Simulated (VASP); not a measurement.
# B3As2 (P-3m1) in VASP: notebook, part 2 of 2

VASP 6.6.1.

## 5. Single point, PBE

This run uses another cell than the first one, of 11.90 Å³/atom, 0.996 times its volume.

INCAR reads:

```
PREC     = Accurate       # precision mode
ENCUT    = 520            # plane-wave cutoff, eV
EDIFF    = 1E-6           # SCF threshold, eV
ISMEAR   = 0              # smearing method
SIGMA    = 0.1            # smearing width, eV
LREAL    = False          # projectors in reciprocal space
LASPH    = True           # aspherical terms in the spheres
NELM     = 80             # most SCF steps
ALGO     = Normal         # electronic algorithm
ISIF     = 2              # what is computed and relaxed
LWAVE    = False          # write WAVECAR
LCHARG   = True           # write CHGCAR
GGA      = PE             # functional
LELF     = True           # ELF
LVHAR    = True         
NBANDS   = 18             # bands
```

KPOINTS reads:

```
regular mesh
0
Gamma
  12 12 6
```

POSCAR reads:

```
B3As2
1.0
    3.1860246437      0.0000000000      0.0000000000
   -1.5930123218      2.7591782785      0.0000000000
    0.0000000000      0.0000000000      6.7665572561
B As
3 2
Direct
    0.0000000000      0.0000000000      0.0000000000
    0.3333333333      0.6666666667      0.4881155562
    0.6666666667      0.3333333333      0.5118844438
    0.3333333333      0.6666666667      0.1834098153
    0.6666666667      0.3333333333      0.8165901847
```

Potentials or basis: VASP PAW PBE potentials, release 64 (B, As).

Command:

```sh
$ cat potpaw_PBE.64/B/POTCAR potpaw_PBE.64/As/POTCAR > POTCAR
$ mpirun -np 1 vasp_std > vasp.out
```

OUTCAR:

```text
PREC = Accurate
   ENCUT = 520
   EDIFF = 1E-6
   ISMEAR = 0
   LREAL = False
   LASPH = True
   NELM = 80
   ISIF = 2
   GGA = PE

 ion  position               nearest neighbor table
   1  0.000  0.000  0.000-   4 2.22   5 2.22   4 2.22   5 2.22   5 2.22   4 2.22
   2  0.333  0.667  0.488-   3 1.85   3 1.85   3 1.85   4 2.06
   3  0.667  0.333  0.512-   2 1.85   2 1.85   2 1.85   5 2.06
   4  0.333  0.667  0.183-   2 2.06   1 2.22   1 2.22   1 2.22
   5  0.667  0.333  0.817-   3 2.06   1 2.22   1 2.22   1 2.22

  LATTYP: Found a hexagonal cell.
 ALAT       =     3.1860246437
 C/A-ratio  =     2.1238245189

  Lattice vectors:

 A1 = (   3.1860246437,   0.0000000000,   0.0000000000)
 A2 = (  -1.5930123218,   2.7591782785,   0.0000000000)
 A3 = (   0.0000000000,   0.0000000000,   6.7665572561)

Analysis of symmetry for initial positions (statically):
=====================================================================
 Subroutine PRICEL returns:
 Original cell was already a primitive cell.

 Routine SETGRP: Setting up the symmetry group for a
 hexagonal supercell.

 Subroutine GETGRP returns: Found 12 space group operations
 (whereof 12 operations were pure point group operations)
 out of a pool of 24 trial point group operations.

The static configuration has the point symmetry D_3d.

Analysis of symmetry for dynamics (positions and initial velocities):
=====================================================================
 Subroutine PRICEL returns:
 Original cell was already a primitive cell.

 Routine SETGRP: Setting up the symmetry group for a
 hexagonal supercell.

 Subroutine GETGRP returns: Found 12 space group operations
 (whereof 12 operations were pure point group operations)
 out of a pool of 24 trial point group operations.

The dynamic configuration has the point symmetry D_3d.

[... 122 lines left out ...]
   IMIX   =      4    mixing-type and parameters
     AMIX     =   0.40;   BMIX     =  1.00
     AMIX_MAG =   1.60;   BMIX_MAG =  1.00
  volume/ion in A,a.u.               =      11.90        80.28
  Fermi-wavevector in a.u.,A,eV,Ry     =   1.119078  2.114751 17.039069  1.252336
  Thomas-Fermi vector in A             =   2.255715
   LORBIT       =      0    0 simple, 1 ext, 2 COOP (PROOUT), +10 PAW based schemes
   GGA     = PE    functional components
   LHFCALC =     F    Hartree Fock is set to
   AEXX    =    0.0000 exact exchange contribution
   IVDW    =     0    specifies the selected vdW correction
   LEPSILON=     F    determine dielectric tensor
   LRPA    =     F    only Hartree local field effects (RPA)
 non-spin polarized calculation
 Gauss-broadening in eV      SIGMA  =   0.10
  energy-cutoff  :      520.00
  volume of cell :       59.48
 maximum number of plane-waves:      1620
   NGX = 11   NGY = 11   NGZ = 25

 number of electron      18.9999999 magnetization

 Free energy of the ion-electron system (eV)
  ---------------------------------------------------
  ext. energy  EPLUGINS =         0.00000000
  ---------------------------------------------------
  free energy    TOTEN  =       -26.36239712 eV

  energy without entropy =      -26.35515140  energy(sigma->0) =      -26.35877426

 E-fermi :   6.3305     XC(G=0): -11.1090

 val. band max:        6.3041058171   @ k =  -0.1667   0.4167   0.3333
 cond. band min:       6.3338188287   @ k =   0.0000   0.4167   0.1667
 fundamental gap:      0.0297130116
 Fermi energy:         6.3305133967

 k-point     1 :       0.0000    0.0000    0.0000
  band No.  band energies     occupation
      1      -9.5738      2.00000
      2      -6.6489      2.00000
      3      -4.7431      2.00000
      4       2.1688      2.00000
      5       3.6482      2.00000
      6       6.2897      1.43590
[... 481 lines left out ...]
      5       3.1394      2.00000
      6       4.6540      2.00000
[... 10 lines left out ...]
     17      13.9002      0.00000
     18      14.4618      0.00000

 [... further k-points ...]

------------------------ aborting loop because EDIFF is reached ----------------------------------------

  FORCE on cell =-STRESS in cart. coord.  units (eV):
  Direction    XX          YY          ZZ          XY          YZ          ZX
  --------------------------------------------------------------------------------------
  -------------------------------------------------------------------------------------
  Total        0.0969400      0.0969400      0.2133353      0.0000000      0.0000000     -0.0000000
  in kB        2.6110597      2.6110597      5.7461462      0.0000000      0.0000000     -0.0000000
  external PRESSURE =       3.6560885 kB  Pullay stress =       0.0000000 kB

 VOLUME and BASIS-vectors are now :
 -----------------------------------------------------------------------------
  energy-cutoff  :      520.00
  volume of cell :       59.48
      direct lattice vectors                 reciprocal lattice vectors
     3.186024644  0.000000000  0.000000000     0.313870767  0.181213372  0.000000000
    -1.593012322  2.759178278  0.000000000     0.000000000  0.362426744  0.000000000
     0.000000000  0.000000000  6.766557256     0.000000000  0.000000000  0.147785641

 POSITION                                       TOTAL-FORCE (eV/Angst)
 -----------------------------------------------------------------------------------
      0.00000      0.00000      0.00000         0.000000      0.000000      0.000000
     -0.00000      1.83945      3.30286        -0.000000     -0.000000      0.035032
      1.59301      0.91973      3.46370         0.000000      0.000000     -0.035032
     -0.00000      1.83945      1.24105        -0.000000      0.000000      0.004135
      1.59301      0.91973      5.52550         0.000000     -0.000000     -0.004135
 -----------------------------------------------------------------------------------
    total drift:                                0.000000      0.000000      0.000000

  FREE ENERGIE OF THE ION-ELECTRON SYSTEM (eV)
  ---------------------------------------------------
  free  energy   TOTEN  =       -26.3623971170 eV

  energy  without entropy=      -26.3551514018  energy(sigma->0) =      -26.35877426
```

Wall time 36 s (1 thread of Intel Xeon 6975P-C (Granite Rapids), shared host); peak memory 0.23 GiB.

Results:

```
Free energy   : -26.3624 eV
Pressure      : 0.4 GPa
Largest force : 0.035 eV/Å
```

Forces on the atoms (eV/Å):
```
B    0.000  0.000  0.000
B    0.000  0.000  0.035
B    0.000  0.000 -0.035
As   0.000  0.000  0.004
As   0.000  0.000 -0.004
```

Levels at points of the mesh, in eV from the Fermi level:
| k point | band 7 | band 8 | band 9 | band 10 | band 11 | band 12 | band 13 | band 14 |
| --- | --- | --- | --- | --- | --- | --- | --- | --- |
| (0.00, 0.00, 0.00) | -0.04 | 0.15 | 0.15 | 2.85 | 2.85 | 5.05 | 5.19 | 5.19 |
| (0.50, 0.00, 0.00) | -3.33 | -1.09 | -1.08 | -1.02 | 1.27 | 1.84 | 3.17 | 4.16 |
| (0.00, 0.00, 0.50) | 0.84 | 0.84 | 1.30 | 1.91 | 1.91 | 3.46 | 5.68 | 5.80 |
| (0.50, 0.00, 0.50) | -4.03 | -3.06 | -1.88 | -1.78 | 1.95 | 2.46 | 3.57 | 5.97 |

## 6. Summary

| task | cell | k mesh | cutoff (eV) | gap on the mesh (eV) | pressure (GPa) | largest force (eV/Å) |
| --- | --- | --- | --- | --- | --- | --- |
| single point | a = 3.176, b = 3.176, c = 6.834 Å, angles 90.0, 90.0, 120.0°, 5 atoms | 6 × 6 × 4 | 520 | none | 0.4 | 0.01 |
| single point | a = 4.106, b = 4.106, c = 5.042 Å, angles 90.0, 90.0, 120.0°, 5 atoms | 6 × 6 × 4 | 520 | none | -9.3 | 2.50 |
| relaxation of cell and atoms | relaxed from a = 4.106, b = 4.106, c = 5.042 Å, angles 90.0, 90.0, 120.0°, 5 atoms | 6 × 6 × 4 | 600 | none | 0.2 | 0.04 |
| single point | a = 3.186, b = 3.186, c = 6.767 Å, angles 90.0, 90.0, 120.0°, 5 atoms | 12 × 12 × 6 | 520 | none | 0.4 | 0.04 |

Alike in all rows: level PBE; potentials or basis VASP PAW PBE potentials, release 64 (B, As); no spin polarisation; smearing gaussian 0.1 eV.

Caveats: some runs use coarse meshes; forces of over 1 eV/Å act on the atoms, so gaps and moduli don't describe the material at rest (some runs); the volume moved by over 15 % at a fixed basis, so the end points are rough (some runs).

Total energies depend on the potentials used, so only differences within one code and one set of settings carry meaning.
